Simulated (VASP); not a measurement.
Here is a VASP 6.6.1 calculation.

The input INCAR:

```
PREC = Accurate
ENCUT = 520
EDIFF = 1E-6
ISMEAR = 0
SIGMA = 0.1
LREAL = F
LASPH = T
NELM = 100
ALGO = Normal
ISIF = 2
LWAVE = F
LCHARG = F
NBANDS = 20
```

Contents of KPOINTS:

```
regular mesh
0
Gamma
  7 7 7
```

POSCAR

```
GaC3
1.0
    3.3626233770      0.0000000000      0.0000000000
    0.0000000000      3.3626233770      0.0000000000
    0.0000000000      0.0000000000      3.3626233770
Ga C
1 3
Direct
    0.0000000000      0.0000000000      0.0000000000
    0.0000000000      0.5000000000      0.5000000000
    0.5000000000      0.0000000000      0.5000000000
    0.5000000000      0.5000000000      0.0000000000
```

Potentials or basis: VASP PAW LDA potentials, release 64 (Ga_d, C).

Run with:

```bash
$ cat potpaw_LDA.64/Ga_d/POTCAR potpaw_LDA.64/C/POTCAR > POTCAR
$ mpirun -np 1 vasp_std > vasp.out
```

Question: What does it give for the pressure?

Answer: -12.8 GPa.
